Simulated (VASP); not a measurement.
# Y (I4/mmm) in VASP: notebook, part 2 of 2

VASP 6.6.1. Earlier steps stand in the parts before.

## Step 3: Single point, PBEsol (strain +0.040 along x and y, +0.000 along z)

Input file INCAR:

```
SYSTEM = Y
PREC = Accurate
ENCUT = 520
EDIFF = 1E-7
ISMEAR = 0
SIGMA = 0.15
LREAL = .FALSE.
LASPH = .TRUE.
NELM = 100
ALGO = Normal
ISIF = 2
LWAVE = .FALSE.
LCHARG = .FALSE.
GGA = PS
NBANDS = 12
```

Input file KPOINTS:

```
regular mesh
0
G
  16 16 16
  0 0 0
```

Input file POSCAR:

```
Y
1.0
    0.0000000000      2.5844000000      2.4850000000
    2.5844000000      0.0000000000      2.4850000000
    2.5844000000      2.5844000000      0.0000000000
Y
1
Direct
    0.0000000000      0.0000000000      0.0000000000
```

Potentials or basis: VASP PAW PBE potentials, release 64 (Y_sv).

On the command line:

```console
$ cat potpaw_PBE.64/Y_sv/POTCAR > POTCAR
$ mpirun -np 1 vasp_std > vasp.out
```

OUTCAR:

```text
SYSTEM = Y
   PREC = Accurate
   ENCUT = 520
   EDIFF = 1E-7
   ISMEAR = 0
   LREAL = .FALSE.
   LASPH = .TRUE.
   NELM = 100
   ISIF = 2
   GGA = PS

 ion  position               nearest neighbor table
   1  0.000  0.000  0.000-

  LATTYP: Found a body centered tetragonal cell.
 ALAT       =     3.6548935306
 C/A-ratio  =     1.3598207331

  Lattice vectors:

 A1 = (   0.0000000000,  -2.5844000000,  -2.4850000000)
 A2 = (   0.0000000000,   2.5844000000,  -2.4850000000)
 A3 = (   2.5844000000,   0.0000000000,   2.4850000000)

Analysis of symmetry for initial positions (statically):
=====================================================================
 Subroutine PRICEL returns:
 Original cell was already a primitive cell.

 Routine SETGRP: Setting up the symmetry group for a
 body centered tetragonal supercell.

 Subroutine GETGRP returns: Found 16 space group operations
 (whereof 16 operations were pure point group operations)
 out of a pool of 16 trial point group operations.

The static configuration has the point symmetry D_4h.

Analysis of symmetry for dynamics (positions and initial velocities):
=====================================================================
 Subroutine PRICEL returns:
 Original cell was already a primitive cell.

 Routine SETGRP: Setting up the symmetry group for a
 body centered tetragonal supercell.

 Subroutine GETGRP returns: Found 16 space group operations
 (whereof 16 operations were pure point group operations)
 out of a pool of 16 trial point group operations.

The dynamic configuration has the point symmetry D_4h.

 Subroutine INISYM returns: Found 16 space group operations
 (whereof 16 operations are pure point group operations),
 and found     1 'primitive' translations

----------------------------------------------------------------------------------------

                                     Primitive cell

  volume of cell :      33.1952

  direct lattice vectors                    reciprocal lattice vectors
     0.000000000  2.584400000  2.485000000    -0.193468503  0.193468503  0.201207243
     2.584400000  0.000000000  2.485000000     0.193468503 -0.193468503  0.201207243
     2.584400000  2.584400000  0.000000000     0.193468503  0.193468503 -0.201207243

  length of vectors
     3.585296133  3.585296133  3.654893531     0.339624025  0.339624025  0.339624025

  position of ions in fractional coordinates (direct lattice)
     0.000000000  0.000000000  0.000000000

  ion indices of the primitive-cell ions
   primitive index   ion index
                 1           1

----------------------------------------------------------------------------------------

 KPOINTS: regular mesh

Automatic generation of k-mesh.
 Grid dimensions read from file:
 generate k-points for:   16   16   16

 Generating k-lattice:

  Cartesian coordinates                     Fractional coordinates (reciprocal lattice)
    -0.012091781  0.012091781  0.012575453     0.062500000  0.000000000  0.000000000
     0.012091781 -0.012091781  0.012575453     0.000000000  0.062500000  0.000000000
     0.012091781  0.012091781 -0.012575453     0.000000000  0.000000000  0.062500000

  Length of vectors
     0.021226502  0.021226502  0.021226502

  Shift w.r.t. Gamma in fractional coordinates (k-lattice)
     0.000000000  0.000000000  0.000000000

 Subroutine IBZKPT returns following result:
 ===========================================

 Found    349 irreducible k-points:

 Following reciprocal coordinates:
            Coordinates               Weight
  0.000000  0.000000  0.000000      1.000000
  0.062500  0.000000  0.000000      8.000000
  0.125000  0.000000  0.000000      8.000000
  0.187500  0.000000  0.000000      8.000000
  0.250000  0.000000  0.000000      8.000000
  0.312500  0.000000  0.000000      8.000000
[... 16 lines left out ...]
 -0.125000  0.062500  0.000000      8.000000
 -0.062500  0.062500  0.000000      4.000000
 [... further k-points ...]
   k-points           NKPTS =    349   k-points in BZ     NKDIM =    349   number of bands    NBANDS=     12
   number of dos      NEDOS =    301   number of ions     NIONS =      1
   total plane-waves  NPLWV =  21952
   dimension x,y,z NGX =    28 NGY =   28 NGZ =   28
   dimension x,y,z NGXF=    56 NGYF=   56 NGZF=   56
   ions per type =               1
   NGX,Y,Z   is equivalent  to a cutoff of  12.98, 12.98, 12.74 a.u.
   NGXF,Y,Z  is equivalent  to a cutoff of  25.97, 25.97, 25.47 a.u.
 SYSTEM =  Y
   PREC   = accura    normal or accurate (medium, high low for compatibility)
   ISTART =      0    job   : 0-new  1-cont  2-samecut
   ICHARG =      2    charge: 1-file 2-atom 10-const
   ISPIN  =      1    spin polarized calculation?
   LNONCOLLINEAR =      F non collinear calculations
   LSORBIT =      F    spin-orbit coupling
   LASPH  =      T    aspherical Exc in radial PAW
   ENCUT  =  520.0 eV  38.22 Ry    6.18 a.u.   6.67  6.67  6.80*2*pi/ulx,y,z
   NELM   =    100;   NELMIN=  2; NELMDL= -5     # of ELM steps
   EDIFF  = 0.1E-06   stopping-criterion for ELM
   LREAL  =      F    real-space projection
   EDIFFG = 0.1E-05   stopping-criterion for IOM
   NSW    =      0    number of steps for IOM
   IBRION =     -1    ionic relax: 0-MD 1-quasi-New 2-CG
   NFREE  =      0    steps in history (QN), initial steepest desc. (CG)
   ISIF   =      2    stress and relaxation
   ISYM   =      2    0-nonsym 1-usesym 2-fastsym
   POTIM  = 0.5000    time-step for ionic-motion
   TEBEG  =    0.0;   TEEND  =   0.0 temperature during run
   PSTRESS=    0.0 pullay stress
   NELECT =      11.0000    total number of electrons
   NUPDOWN=      -1.0000    fix difference up-down
   EMIN   =  10.00;   EMAX   =-10.00  energy-range for DOS
   EFERMI =   0.00;   METHOD = LEGACY
   ISMEAR =     0;   SIGMA  =   0.15  broadening in eV -4-tet -1-fermi 0-gaus
   EFERMI_NEDOS =   21; number of points for ismear=-14 and -15
   IALGO  =     38    algorithm
   IMIX   =      4    mixing-type and parameters
     AMIX     =   0.40;   BMIX     =  1.00
     AMIX_MAG =   1.60;   BMIX_MAG =  1.00
  volume/ion in A,a.u.               =      33.20       224.01
  Fermi-wavevector in a.u.,A,eV,Ry     =   1.132871  2.140816 17.461671  1.283397
  Thomas-Fermi vector in A             =   2.269573
   LORBIT       =      0    0 simple, 1 ext, 2 COOP (PROOUT), +10 PAW based schemes
   GGA     = PS    functional components
   LHFCALC =     F    Hartree Fock is set to
   AEXX    =    0.0000 exact exchange contribution
   IVDW    =     0    specifies the selected vdW correction
   LEPSILON=     F    determine dielectric tensor
   LRPA    =     F    only Hartree local field effects (RPA)
 non-spin polarized calculation
 Gauss-broadening in eV      SIGMA  =   0.15
  energy-cutoff  :      520.00
  volume of cell :       33.20
 maximum number of plane-waves:       925
   NGX = 13   NGY = 13   NGZ = 13

 number of electron      11.0000001 magnetization

 Free energy of the ion-electron system (eV)
  ---------------------------------------------------
  ext. energy  EPLUGINS =         0.00000000
  ---------------------------------------------------
  free energy    TOTEN  =        -6.78466263 eV

  energy without entropy =       -6.76637444  energy(sigma->0) =       -6.77551854

 E-fermi :   2.8914     XC(G=0):  -9.4899

 val. band max:        2.8809010511   @ k =   0.4375   0.0000   0.1875
 cond. band min:       2.8936045961   @ k =   0.5000   0.2500   0.1250
 fundamental gap:      0.0127035450
 Fermi energy:         2.8913543283

 k-point     1 :       0.0000    0.0000    0.0000
  band No.  band energies     occupation
      1     -39.7561      2.00000
      2     -19.4850      2.00000
      3     -19.4850      2.00000
      4     -19.4836      2.00000
      5      -1.8526      2.00000
      6       4.5470      0.00000
      7       4.5470      0.00000
      8       4.8501      0.00000
      9       6.3762      0.00000
     10       6.8038      0.00000
     11      11.8342      0.00000
     12      14.7621      0.00000
[... 331 lines left out ...]
 k-point    24 :      -0.0625    0.0625    0.0000
  band No.  band energies     occupation
      1     -39.7503      2.00000
      2     -19.5325      2.00000
      3     -19.4993      2.00000
      4     -19.4900      2.00000
      5      -1.6056      2.00000
      6       4.3072      0.00000
      7       4.6638      0.00000
      8       4.9542      0.00000
      9       6.1620      0.00000
     10       6.7525      0.00000
     11      12.3835      0.00000
     12      14.0896      0.00000

 [... further k-points ...]

------------------------ aborting loop because EDIFF is reached ----------------------------------------

  FORCE on cell =-STRESS in cart. coord.  units (eV):
  Direction    XX          YY          ZZ          XY          YZ          ZX
  --------------------------------------------------------------------------------------
  -------------------------------------------------------------------------------------
  Total       -0.6554629     -0.6554629     -0.4451532      0.0000000     -0.0000000      0.0000000
  in kB      -31.6360927    -31.6360927    -21.4854389      0.0000000     -0.0000000      0.0000000
  external PRESSURE =     -28.2525414 kB  Pullay stress =       0.0000000 kB

 VOLUME and BASIS-vectors are now :
 -----------------------------------------------------------------------------
  energy-cutoff  :      520.00
  volume of cell :       33.20
      direct lattice vectors                 reciprocal lattice vectors
     0.000000000  2.584400000  2.485000000    -0.193468503  0.193468503  0.201207243
     2.584400000  0.000000000  2.485000000     0.193468503 -0.193468503  0.201207243
     2.584400000  2.584400000  0.000000000     0.193468503  0.193468503 -0.201207243

 POSITION                                       TOTAL-FORCE (eV/Angst)
 -----------------------------------------------------------------------------------
      0.00000      0.00000      0.00000         0.000000     -0.000000      0.000000
 -----------------------------------------------------------------------------------
    total drift:                               -0.000000     -0.000000     -0.000000

  FREE ENERGIE OF THE ION-ELECTRON SYSTEM (eV)
  ---------------------------------------------------
  free  energy   TOTEN  =        -6.7846626341 eV

  energy  without entropy=       -6.7663744424  energy(sigma->0) =       -6.77551854
```

stdout:

```text
POSCAR found type information on POSCAR Y
 POSCAR found :  1 types and       1 ions
 scaLAPACK will be used
 -----------------------------------------------------------------------------
|                                                                             |
|                                                                             |
|     You enforced a specific xc type in the INCAR file but a different       |
|     I HOPE YOU KNOW WHAT YOU ARE DOING!                                     |
|                                                                             |
 -----------------------------------------------------------------------------

 LDA part: xc-table for (Slater+PW92), standard interpolation
 POSCAR, INCAR and KPOINTS ok, starting setup
 FFT: planning ... GRIDC
 FFT: planning ... GRID_SOFT
 FFT: planning ... GRID
 WAVECAR not read
 entering main loop
```

Wall time 4.2 min (1 thread of AMD EPYC 7R43 (Zen 3), shared host); peak memory 0.25 GiB.

Results:

| Property | Result |
| --- | --- |
| Free energy | -6.7847 eV |
| Pressure | -2.8 GPa |
| Band gap on the k mesh | zero (an odd number of electrons rules out a gap without spin polarisation) |

Stress tensor (GPa, compression positive):
```
-3.16  0.00  0.00
 0.00 -3.16  0.00
 0.00  0.00 -2.15
```

Caveat: the cell differs from its parent crystal (strain +0.040 along x and y, +0.000 along z); the PAW data sets were made with another functional, which shifts forces and pressure a little.
